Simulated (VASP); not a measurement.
A run of VASP 6.6.1 is set up as follows.

Contents of POSCAR:

```
PbI2
1.0
    4.5640817504      0.0000000000      0.0000000000
   -2.2820408752      3.9526107408      0.0000000000
    0.0000000000      0.0000000000      7.0475120173
Pb I
1 2
Direct
    0.0000000000      0.0000000000      0.0000000000
    0.3333333333      0.6666666667      0.2667068020
    0.6666666667      0.3333333333      0.7332931980
```

File INCAR.step1:

```
PREC = Accurate
ENCUT = 550
ISMEAR = 0
SIGMA = 0.01
LREAL = False
LASPH = True
NELM = 120
NBANDS = 21
GGA = PE
ALGO = Normal
EDIFF = 1E-5
LWAVE = True
LCHARG = False
GGA_COMPAT = False
```

File INCAR.step2:

```
PREC = Accurate
ENCUT = 550
EDIFF = 1E-6
ISMEAR = 0
SIGMA = 0.01
LREAL = False
LASPH = True
NELM = 120
ALGO = Normal
ISIF = 2
LWAVE = False
LCHARG = False
METAGGA = R2SCAN
LMIXTAU = True
NBANDS = 21
ISTART = 1
GGA_COMPAT = False
```

Contents of KPOINTS:

```
Automatic mesh
0
Gamma
  6 6 4
```

Potentials or basis: VASP PAW PBE potentials, release 64 (Pb_d, I).

Launch:

```bash
$ cat potpaw_PBE.64/Pb_d/POTCAR potpaw_PBE.64/I/POTCAR > POTCAR
$ cp INCAR.step1 INCAR
$ mpirun -np 1 vasp_std > vasp.out
$ cp INCAR.step2 INCAR
$ mpirun -np 1 vasp_std > vasp.out
```

(1) Estimate the pressure.

(2) Estimate the band gap on the k mesh.

(3) Estimate the largest force.

## Answers

(1) 0.7 GPa.

(2) 2.62 eV.

(3) 0.004 eV/Å.

Caveat: the PAW data sets were made with another functional, which shifts forces and pressure a little; spin-orbit coupling is left out, which moves the levels of the heavy elements.
